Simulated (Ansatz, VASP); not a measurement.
Cr in VASP and in Ansatz

File INCAR:

```
SYSTEM = Cr
ALGO = Normal
EDIFF = 1E-6
EDIFFG = -0.01
ENCUT = 600
GGA = PE
IBRION = 2
ISIF = 3
ISMEAR = 0
LASPH = .True.
LCHARG = .False.
LREAL = .False.
LWAVE = .False.
NELM = 80
NSW = 100
PREC = Accurate
SIGMA = 0.1
```

Contents of KPOINTS:

```
k-points
0
Gamma
  26 26 26
  0 0 0
```

POSCAR

```
Cr
1.0
    0.0000000000      1.8134885740      1.8134885740
    1.8134885740      0.0000000000      1.8134885740
    1.8134885740      1.8134885740      0.0000000000
Cr
1
Direct
    0.0000000000      0.0000000000      0.0000000000
```

Input for Ansatz:

```yaml
crystal:
  lattice:
    - [0.0, 1.813488574, 1.813488574]
    - [1.813488574, 0.0, 1.813488574]
    - [1.813488574, 1.813488574, 0.0]
  atoms:
    - { symbol: Cr, position: [0.0, 0.0, 0.0] }
basis:
  ecutwfc: 420
kpoints:
  mp_grid: { grid: [26, 26, 26] }
hamiltonian:
  xc: pbe
scf:
  occupations: { method: gaussian, width: 0.1 }
output:
  forces: true
  stress: true
  eigenvalues: true
relax:
  adjacent_minimum: "off"
  f_tol: 0.01
  max_steps: 80
  cell: { stress_tol: 0.05 }
```

Alike in both runs: task relaxation of cell and atoms; functional PBE; k mesh 26 × 26 × 26; occupations gaussian, width 0.1 eV; no spin polarisation.

|  | VASP | Ansatz |
| --- | --- | --- |
| version | VASP 6.6.1 | Ansatz 0.2.0 |
| potentials or method | VASP PAW PBE potentials, release 64 (Cr_pv), cutoff 600 eV | scalar-relativistic, plane waves, PAW |
| valence electrons in the cell | 12 | 14 |

VASP gave:

* gap on the k mesh at the Fermi level, each at its own relaxed structure (eV): none
* relaxed volume (Å³/atom): 11.85
* relaxed cell length with the largest relative difference (Å): 2.559

Estimate Ansatz's values.

gap on the k mesh at the Fermi level, each at its own relaxed structure (eV): none; relaxed volume (Å³/atom): 11.88; relaxed cell length with the largest relative difference (Å): 2.561.

A gap of «none» marks a metal or a gap that the smearing closes. VASP's potentials hold 12 valence electrons a cell and Ansatz's 14, so a difference there can come from the potentials and not from the codes.
